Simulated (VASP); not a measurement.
# AlNi (Pm-3m) in VASP: a series of runs, part 3 of 3

VASP 6.6.1. The steps go on from the part before.

### Step 6. Single point, LDA, collinear spin, ferromagnetic start

INCAR reads:

```
SYSTEM = AlNi
PREC = Accurate
ENCUT = 520
EDIFF = 1E-7
ISMEAR = -1
SIGMA = 0.1
LREAL = .False.
LASPH = .True.
NELM = 150
ALGO = Normal
ISIF = 2
LWAVE = .False.
LCHARG = .False.
ISPIN = 2
MAGMOM = 0 1
LORBIT = 11
LMAXMIX = 4
NBANDS = 18
```

KPOINTS reads:

```
regular mesh
0
Gamma
  10 10 10
  0 0 0
```

POSCAR reads:

```
AlNi
1.0
    2.8810000000      0.0000000000      0.0000000000
    0.0000000000      2.8810000000      0.0000000000
    0.0000000000      0.0000000000      2.8810000000
Al Ni
1 1
Direct
    0.0000000000      0.0000000000      0.0000000000
    0.5000000000      0.5000000000      0.5000000000
```

Potentials or basis: VASP PAW LDA potentials, release 64 (Al, Ni).

Launch:

```console
cat potpaw_LDA.64/Al/POTCAR potpaw_LDA.64/Ni/POTCAR > POTCAR
mpirun -np 1 vasp_std > vasp.out
```

OUTCAR:

```text
SYSTEM = AlNi
   PREC = Accurate
   ENCUT = 520
   EDIFF = 1E-7
   ISMEAR = -1
   LREAL = .False.
   LASPH = .True.
   NELM = 150
   ISIF = 2
   ISPIN = 2
   LORBIT = 11

 ion  position               nearest neighbor table
   1  0.000  0.000  0.000-   2 2.50   2 2.50   2 2.50   2 2.50   2 2.50   2 2.50   2 2.50   2 2.50

   2  0.500  0.500  0.500-   1 2.50   1 2.50   1 2.50   1 2.50   1 2.50   1 2.50   1 2.50   1 2.50

  LATTYP: Found a simple cubic cell.
 ALAT       =     2.8810000000

  Lattice vectors:

 A1 = (   2.8810000000,   0.0000000000,   0.0000000000)
 A2 = (   0.0000000000,   2.8810000000,   0.0000000000)
 A3 = (   0.0000000000,   0.0000000000,   2.8810000000)

Analysis of symmetry for initial positions (statically):
=====================================================================
 Subroutine PRICEL returns:
 Original cell was already a primitive cell.

 Routine SETGRP: Setting up the symmetry group for a
 simple cubic supercell.

 Subroutine GETGRP returns: Found 48 space group operations
 (whereof 48 operations were pure point group operations)
 out of a pool of 48 trial point group operations.

The static configuration has the point symmetry O_h .

Analysis of symmetry for dynamics (positions and initial velocities):
=====================================================================
 Subroutine PRICEL returns:
 Original cell was already a primitive cell.

 Routine SETGRP: Setting up the symmetry group for a
 simple cubic supercell.

 Subroutine GETGRP returns: Found 48 space group operations
 (whereof 48 operations were pure point group operations)
 out of a pool of 48 trial point group operations.

The dynamic configuration has the point symmetry O_h .

Analysis of structural, dynamic, and magnetic symmetry:
=====================================================================
 Subroutine PRICEL returns:
 Original cell was already a primitive cell.

 Routine SETGRP: Setting up the symmetry group for a
 simple cubic supercell.

 Subroutine GETGRP returns: Found 48 space group operations
 (whereof 48 operations were pure point group operations)
 out of a pool of 48 trial point group operations.

The overall configuration has the point symmetry O_h .

 Subroutine INISYM returns: Found 48 space group operations
 (whereof 48 operations are pure point group operations),
 and found     1 'primitive' translations

----------------------------------------------------------------------------------------

                                     Primitive cell

  volume of cell :      23.9128

  direct lattice vectors                    reciprocal lattice vectors
     2.881000000  0.000000000  0.000000000     0.347101701  0.000000000  0.000000000
     0.000000000  2.881000000  0.000000000     0.000000000  0.347101701  0.000000000
     0.000000000  0.000000000  2.881000000     0.000000000  0.000000000  0.347101701

  length of vectors
     2.881000000  2.881000000  2.881000000     0.347101701  0.347101701  0.347101701

  position of ions in fractional coordinates (direct lattice)
     0.000000000  0.000000000  0.000000000
     0.500000000  0.500000000  0.500000000

  ion indices of the primitive-cell ions
   primitive index   ion index
[... 66 lines left out ...]
   ISTART =      0    job   : 0-new  1-cont  2-samecut
   ICHARG =      2    charge: 1-file 2-atom 10-const
   ISPIN  =      2    spin polarized calculation?
   LNONCOLLINEAR =      F non collinear calculations
   LSORBIT =      F    spin-orbit coupling
   LASPH  =      T    aspherical Exc in radial PAW
   ENCUT  =  520.0 eV  38.22 Ry    6.18 a.u.   5.36  5.36  5.36*2*pi/ulx,y,z
   NELM   =    150;   NELMIN=  2; NELMDL= -5     # of ELM steps
   EDIFF  = 0.1E-06   stopping-criterion for ELM
   LREAL  =      F    real-space projection
   EDIFFG = 0.1E-05   stopping-criterion for IOM
   NSW    =      0    number of steps for IOM
   IBRION =     -1    ionic relax: 0-MD 1-quasi-New 2-CG
   NFREE  =      0    steps in history (QN), initial steepest desc. (CG)
   ISIF   =      2    stress and relaxation
   ISYM   =      2    0-nonsym 1-usesym 2-fastsym
   POTIM  = 0.5000    time-step for ionic-motion
   TEBEG  =    0.0;   TEEND  =   0.0 temperature during run
   PSTRESS=    0.0 pullay stress
   NELECT =      13.0000    total number of electrons
   NUPDOWN=      -1.0000    fix difference up-down
   EMIN   =  10.00;   EMAX   =-10.00  energy-range for DOS
   EFERMI =   0.00;   METHOD = LEGACY
   ISMEAR =    -1;   SIGMA  =   0.10  broadening in eV -4-tet -1-fermi 0-gaus
   EFERMI_NEDOS =   21; number of points for ismear=-14 and -15
   IALGO  =     38    algorithm
   IMIX   =      4    mixing-type and parameters
     AMIX     =   0.40;   BMIX     =  1.00
     AMIX_MAG =   1.60;   BMIX_MAG =  1.00
  volume/ion in A,a.u.               =      11.96        80.69
  Fermi-wavevector in a.u.,A,eV,Ry     =   1.336122  2.524904 24.289410  1.785221
  Thomas-Fermi vector in A             =   2.464773
   LORBIT       =     11    0 simple, 1 ext, 2 COOP (PROOUT), +10 PAW based schemes
   GGA     = CA    functional components
   LHFCALC =     F    Hartree Fock is set to
   AEXX    =    0.0000 exact exchange contribution
   IVDW    =     0    specifies the selected vdW correction
   LEPSILON=     F    determine dielectric tensor
   LRPA    =     F    only Hartree local field effects (RPA)
 spin polarized calculation
  energy-cutoff  :      520.00
  volume of cell :       23.91
 maximum number of plane-waves:       661
 NGX is ok and might be reduce to    24
   NGX = 11   NGY = 11   NGZ = 11

 number of electron      13.0000015 magnetization       0.0002656

 number of electron      13.0000015 magnetization      -0.0000765

 Free energy of the ion-electron system (eV)
  ---------------------------------------------------
  ext. energy  EPLUGINS =         0.00000000
  ---------------------------------------------------
  free energy    TOTEN  =       -12.18160490 eV

  energy without entropy =      -12.15750067  energy(sigma->0) =      -12.16955278

 E-fermi :   9.7692     XC(G=0): -12.3005

 val. band max:        9.7545969324   @ k =   0.4000   0.4000   0.2000
 cond. band min:       9.8406076286   @ k =   0.4000   0.3000   0.2000
 fundamental gap:      0.0860106962
 Fermi energy:         9.7691814011

 spin component 1

 k-point     1 :       0.0000    0.0000    0.0000
  band No.  band energies     occupation
      1      -1.3333      1.00000
      2       6.5054      1.00000
      3       6.5054      1.00000
      4       8.1858      1.00000
      5       8.1858      1.00000
      6       8.1858      1.00000
[... 493 lines left out ...]
     17      30.6860      0.00000
     18      34.9436      0.00000

 [... further k-points ...]

 spin component 2

 k-point     1 :       0.0000    0.0000    0.0000
  band No.  band energies     occupation
      1      -1.3333      1.00000
      2       6.5054      1.00000
      3       6.5054      1.00000
      4       8.1858      1.00000
      5       8.1858      1.00000
      6       8.1858      1.00000
[... 493 lines left out ...]
     17      30.6859      0.00000
     18      34.9436      0.00000

 [... further k-points ...]

------------------------ aborting loop because EDIFF is reached ----------------------------------------

  FORCE on cell =-STRESS in cart. coord.  units (eV):
  Direction    XX          YY          ZZ          XY          YZ          ZX
  --------------------------------------------------------------------------------------
  -------------------------------------------------------------------------------------
  Total       -1.2262704     -1.2262704     -1.2262704      0.0000000     -0.0000000      0.0000000
  in kB      -82.1612555    -82.1612555    -82.1612555      0.0000000     -0.0000000      0.0000000
  external PRESSURE =     -82.1612555 kB  Pullay stress =       0.0000000 kB

 VOLUME and BASIS-vectors are now :
 -----------------------------------------------------------------------------
  energy-cutoff  :      520.00
  volume of cell :       23.91
      direct lattice vectors                 reciprocal lattice vectors
     2.881000000  0.000000000  0.000000000     0.347101701  0.000000000  0.000000000
     0.000000000  2.881000000  0.000000000     0.000000000  0.347101701  0.000000000
     0.000000000  0.000000000  2.881000000     0.000000000  0.000000000  0.347101701

 POSITION                                       TOTAL-FORCE (eV/Angst)
 -----------------------------------------------------------------------------------
      0.00000      0.00000      0.00000         0.000000      0.000000      0.000000
      1.44050      1.44050      1.44050         0.000000      0.000000      0.000000
 -----------------------------------------------------------------------------------
    total drift:                                0.000000      0.000000     -0.000000

  FREE ENERGIE OF THE ION-ELECTRON SYSTEM (eV)
  ---------------------------------------------------
  free  energy   TOTEN  =       -12.1816049006 eV

  energy  without entropy=      -12.1575006661  energy(sigma->0) =      -12.16955278

 total charge

# of ion       s       p       d       tot
------------------------------------------
    1        0.389   0.418   0.000   0.807
    2        0.481   0.516   8.495   9.492
--------------------------------------------------
tot          0.870   0.934   8.495  10.299

 magnetization (x)

# of ion       s       p       d       tot
------------------------------------------
    1       -0.000  -0.000   0.000  -0.000
    2        0.000   0.000   0.000   0.000
--------------------------------------------------
tot          0.000  -0.000   0.000   0.000
```

OSZICAR:

```text
N       E                     dE             d eps       ncg     rms          rms(c)
DAV:   1     0.443085137536E+02    0.44309E+02   -0.52895E+03  4154   0.797E+02
DAV:   2    -0.107822529555E+02   -0.55091E+02   -0.48201E+02  4306   0.163E+02
DAV:   3    -0.134875893113E+02   -0.27053E+01   -0.26404E+01  4844   0.371E+01
DAV:   4    -0.135204102954E+02   -0.32821E-01   -0.32792E-01  4692   0.363E+00
DAV:   5    -0.135209877023E+02   -0.57741E-03   -0.57738E-03  4754   0.525E-01    0.123E+01
DAV:   6    -0.155983000875E+02   -0.20773E+01   -0.40447E+01  4640   0.750E+01    0.160E+01
DAV:   7    -0.122151685871E+02    0.33831E+01   -0.12209E+01  4658   0.445E+01    0.151E+00
DAV:   8    -0.121972889409E+02    0.17880E-01   -0.27810E-01  5176   0.493E+00    0.104E+00
DAV:   9    -0.121817106465E+02    0.15578E-01   -0.36596E-02  5270   0.197E+00    0.464E-01
DAV:  10    -0.121817477819E+02   -0.37135E-04   -0.86572E-04  5834   0.285E-01    0.148E-01
DAV:  11    -0.121815912227E+02    0.15656E-03   -0.28458E-04  4940   0.140E-01    0.745E-02
DAV:  12    -0.121816102947E+02   -0.19072E-04   -0.58908E-05  5514   0.705E-02    0.419E-02
DAV:  13    -0.121816051655E+02    0.51292E-05   -0.16333E-05  5212   0.499E-02    0.886E-03
DAV:  14    -0.121816049316E+02    0.23394E-06   -0.80980E-07  5266   0.805E-03    0.388E-03
DAV:  15    -0.121816049006E+02    0.31030E-07   -0.42801E-08  2322   0.207E-03
   1 F= -.12181605E+02 E0= -.12169553E+02  d E =-.241042E-01  mag=    -0.0000
```

stdout:

```text
POSCAR found type information on POSCAR AlNi
 POSCAR found :  2 types and       2 ions
 scaLAPACK will be used
 LDA part: xc-table for (Slater(with rela. corr.)+CA(PZ))
 , standard interpolation
 POSCAR, INCAR and KPOINTS ok, starting setup
 FFT: planning ... GRIDC
 FFT: planning ... GRID_SOFT
 FFT: planning ... GRID
 WAVECAR not read
 entering main loop
```

Run time: 26 s. Hardware: 1 thread of AMD EPYC 9R45 (Zen 5), shared host; peak memory 0.13 GiB.

Results:

```
Free energy                                           : -12.1816 eV
Pressure                                              : -8.2 GPa
Net moment                                            : 0.00 μB per cell
Valence electrons inside the program's atomic spheres : Al 0.81; Ni 9.49
```

Levels at points of the mesh, in eV from the Fermi level:
Spin up:
```
           k point  band 3  band 4  band 5  band 6  band 7  band 8  band 9  band 10
(0.00, 0.00, 0.00)   -3.26   -1.58   -1.58   -1.58    5.45    5.45    5.45     8.20
(0.50, 0.00, 0.00)   -2.80   -2.29   -2.29   -1.49   -0.68    8.35    9.97     9.97
(0.50, 0.50, 0.00)   -2.85   -2.85   -2.12   -2.12   -1.06    1.44    2.45    12.11
(0.50, 0.50, 0.50)   -4.12   -1.03   -1.03    2.02    2.02    2.02    3.58     4.47
```
Spin down:
```tsv
k point	band 3	band 4	band 5	band 6	band 7	band 8	band 9	band 10
(0.00, 0.00, 0.00)	-3.26	-1.58	-1.58	-1.58	5.45	5.45	5.45	8.20
(0.50, 0.00, 0.00)	-2.80	-2.29	-2.29	-1.49	-0.68	8.35	9.97	9.97
(0.50, 0.50, 0.00)	-2.85	-2.85	-2.12	-2.12	-1.06	1.44	2.45	12.11
(0.50, 0.50, 0.50)	-4.12	-1.03	-1.03	2.02	2.02	2.02	3.58	4.47
```

### Step 7. The runs side by side

| level | potentials or basis | gap on the mesh (eV) | pressure (GPa) | moment (μB) |
| --- | --- | --- | --- | --- |
| PBEsol | VASP PAW PBE potentials, release 64 (Al, Ni) | none | -3.1 | 0.00 |
| RPBE | VASP PAW PBE potentials, release 64 (Al, Ni) | none | 5.8 | 0.00 |
| revPBE | VASP PAW PBE potentials, release 64 (Al, Ni) | none | 4.8 | 0.00 |
| BLYP | VASP PAW PBE potentials, release 64 (Al, Ni) | none | 7.0 | 0.00 |
| LDA | VASP PAW LDA potentials, release 64 (Al, Ni) | none | -8.2 | 0.00 |

Alike in all rows: task single point; spin collinear, ferromagnetic start; cell as given; k mesh 10 × 10 × 10; cutoff (eV) 520; smearing fermi-dirac 0.1 eV.

Caveats: the PAW data sets were made with another functional, which shifts forces and pressure a little (some runs).

Absolute energies hang on the potentials; compare differences alone.
